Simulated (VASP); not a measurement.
# Rh (P6_3/mmc) in VASP: notebook, part 2 of 2

VASP 6.6.1.

### Step 3. Single point, PBEsol

Input file INCAR:

```
SYSTEM = Rh
PREC = Accurate
ENCUT = 520
EDIFF = 1E-6
ISMEAR = -1
SIGMA = 0.1
LREAL = .FALSE.
LASPH = .TRUE.
NELM = 60
ALGO = Normal
ISIF = 2
LWAVE = .FALSE.
LCHARG = .TRUE.
GGA = PS
LELF = .TRUE.
LVHAR = .TRUE.
NBANDS = 22
```

Input file KPOINTS:

```
regular mesh
0
G
  19 19 11
  0 0 0
```

Input file POSCAR:

```
Rh
1.0
    2.2614747766      0.0000000000      0.0000000000
   -1.1307373883      1.9584946065      0.0000000000
    0.0000000000      0.0000000000      3.6848788826
Rh
2
Direct
    0.3333333333      0.6666666667      0.2500000000
    0.6666666667      0.3333333333      0.7500000000
```

Potentials or basis: VASP PAW PBE potentials, release 64 (Rh_pv).

On the command line:

```
cat potpaw_PBE.64/Rh_pv/POTCAR > POTCAR
mpirun -np 1 vasp_std > vasp.out
```

OUTCAR:

```text
SYSTEM = Rh
   PREC = Accurate
   ENCUT = 520
   EDIFF = 1E-6
   ISMEAR = -1
   LREAL = .FALSE.
   LASPH = .TRUE.
   NELM = 60
   ISIF = 2
   GGA = PS

 ion  position               nearest neighbor table
   1  0.333  0.667  0.250-   2 2.26   2 2.26   2 2.26   2 2.26   2 2.26   2 2.26   2 3.20   2 3.20
                             2 3.20   2 3.20   2 3.20   2 3.20
   2  0.667  0.333  0.750-   1 2.26   1 2.26   1 2.26   1 2.26   1 2.26   1 2.26   1 3.20   1 3.20
                             1 3.20   1 3.20   1 3.20   1 3.20

  LATTYP: Found a hexagonal cell.
 ALAT       =     2.2614747766
 C/A-ratio  =     1.6294140977

  Lattice vectors:

 A1 = (   2.2614747766,   0.0000000000,   0.0000000000)
 A2 = (  -1.1307373883,   1.9584946065,   0.0000000000)
 A3 = (   0.0000000000,   0.0000000000,   3.6848788826)

Analysis of symmetry for initial positions (statically):
=====================================================================
 Subroutine PRICEL returns:
 Original cell was already a primitive cell.

 Routine SETGRP: Setting up the symmetry group for a
 hexagonal supercell.

 Subroutine GETGRP returns: Found 24 space group operations
 (whereof 12 operations were pure point group operations)
 out of a pool of 24 trial point group operations.

The static configuration has the point symmetry D_3d.
 The point group associated with its full space group is D_6h.

Analysis of symmetry for dynamics (positions and initial velocities):
=====================================================================
 Subroutine PRICEL returns:
 Original cell was already a primitive cell.

 Routine SETGRP: Setting up the symmetry group for a
 hexagonal supercell.

 Subroutine GETGRP returns: Found 24 space group operations
 (whereof 12 operations were pure point group operations)
 out of a pool of 24 trial point group operations.

The dynamic configuration has the point symmetry D_3d.
 The point group associated with its full space group is D_6h.

 Subroutine INISYM returns: Found 24 space group operations
[... 107 lines left out ...]
   PSTRESS=    0.0 pullay stress
   NELECT =      30.0000    total number of electrons
   NUPDOWN=      -1.0000    fix difference up-down
   EMIN   =  10.00;   EMAX   =-10.00  energy-range for DOS
   EFERMI =   0.00;   METHOD = LEGACY
   ISMEAR =    -1;   SIGMA  =   0.10  broadening in eV -4-tet -1-fermi 0-gaus
   EFERMI_NEDOS =   21; number of points for ismear=-14 and -15
   IALGO  =     38    algorithm
   IMIX   =      4    mixing-type and parameters
     AMIX     =   0.40;   BMIX     =  1.00
     AMIX_MAG =   1.60;   BMIX_MAG =  1.00
  volume/ion in A,a.u.               =       8.16        55.07
  Fermi-wavevector in a.u.,A,eV,Ry     =   2.005408  3.789672 54.718038  4.021662
  Thomas-Fermi vector in A             =   3.019641
   LORBIT       =      0    0 simple, 1 ext, 2 COOP (PROOUT), +10 PAW based schemes
   GGA     = PS    functional components
   LHFCALC =     F    Hartree Fock is set to
   AEXX    =    0.0000 exact exchange contribution
   IVDW    =     0    specifies the selected vdW correction
   LEPSILON=     F    determine dielectric tensor
   LRPA    =     F    only Hartree local field effects (RPA)
 non-spin polarized calculation
  energy-cutoff  :      520.00
  volume of cell :       16.32
 maximum number of plane-waves:       458
 NGX is ok and might be reduce to    18
   NGX =  9   NGY =  9   NGZ = 13

 number of electron      30.0000004 magnetization

 Free energy of the ion-electron system (eV)
  ---------------------------------------------------
  ext. energy  EPLUGINS =         0.00000000
  ---------------------------------------------------
  free energy    TOTEN  =        -5.54607029 eV

  energy without entropy =       -5.49852137  energy(sigma->0) =       -5.52229583

 E-fermi :  24.4780     XC(G=0): -17.8352

 val. band max:       24.4768473869   @ k =   0.3684  -0.0000   0.0909
 cond. band min:      24.4907739759   @ k =   0.2105   0.0526   0.3636
 fundamental gap:      0.0139265890
 Fermi energy:        24.4779985325

 k-point     1 :       0.0000    0.0000    0.0000
  band No.  band energies     occupation
      1     -26.8746      2.00000
      2     -23.4696      2.00000
      3     -23.4696      2.00000
      4     -22.9730      2.00000
      5     -22.9730      2.00000
      6     -22.9700      2.00000
[... 589 lines left out ...]
     21      40.2009      0.00000
     22      41.9664      0.00000

 [... further k-points ...]
[... 5 lines left out ...]
  --------------------------------------------------------------------------------------
  -------------------------------------------------------------------------------------
  Total       52.5188211     52.5188211     52.5486118     -0.0000000      0.0000000      0.0000000
  in kB     5155.7067302   5155.7067300   5158.6312424     -0.0000000      0.0000000      0.0000000
  external PRESSURE =    5156.6815675 kB  Pullay stress =       0.0000000 kB

 VOLUME and BASIS-vectors are now :
 -----------------------------------------------------------------------------
  energy-cutoff  :      520.00
  volume of cell :       16.32
      direct lattice vectors                 reciprocal lattice vectors
     2.261474777  0.000000000  0.000000000     0.442189323  0.255298125  0.000000000
    -1.130737388  1.958494606  0.000000000     0.000000000  0.510596249  0.000000000
     0.000000000  0.000000000  3.684878883     0.000000000  0.000000000  0.271379340

 POSITION                                       TOTAL-FORCE (eV/Angst)
 -----------------------------------------------------------------------------------
     -0.00000      1.30566      0.92122        -0.000000      0.000000      0.000000
      1.13074      0.65283      2.76366         0.000000     -0.000000      0.000000
 -----------------------------------------------------------------------------------
    total drift:                               -0.000000      0.000000     -0.000000

  FREE ENERGIE OF THE ION-ELECTRON SYSTEM (eV)
  ---------------------------------------------------
  free  energy   TOTEN  =        -5.5460702939 eV

  energy  without entropy=       -5.4985213694  energy(sigma->0) =       -5.52229583
```

stdout:

```text
POSCAR found type information on POSCAR Rh
 POSCAR found :  1 types and       2 ions
 scaLAPACK will be used
 -----------------------------------------------------------------------------
|                                                                             |
|                                                                             |
|     You enforced a specific xc type in the INCAR file but a different       |
|     I HOPE YOU KNOW WHAT YOU ARE DOING!                                     |
|                                                                             |
 -----------------------------------------------------------------------------

 LDA part: xc-table for (Slater+PW92), standard interpolation
 POSCAR, INCAR and KPOINTS ok, starting setup
 FFT: planning ... GRIDC
 FFT: planning ... GRID_SOFT
 FFT: planning ... GRID
 WAVECAR not read
 entering main loop
```

It took 2.2 min on 1 thread of Intel Xeon 8259CL, shared host; peak memory 0.18 GiB.

Results:

```
Free energy            : -5.5461 eV
Pressure               : 515.7 GPa
Band gap on the k mesh : zero (band 15 reaches 26.05 eV, above the bottom of band 16 at 20.89 eV)
```

Caveat: the PAW data sets were made with another functional, which shifts forces and pressure a little.
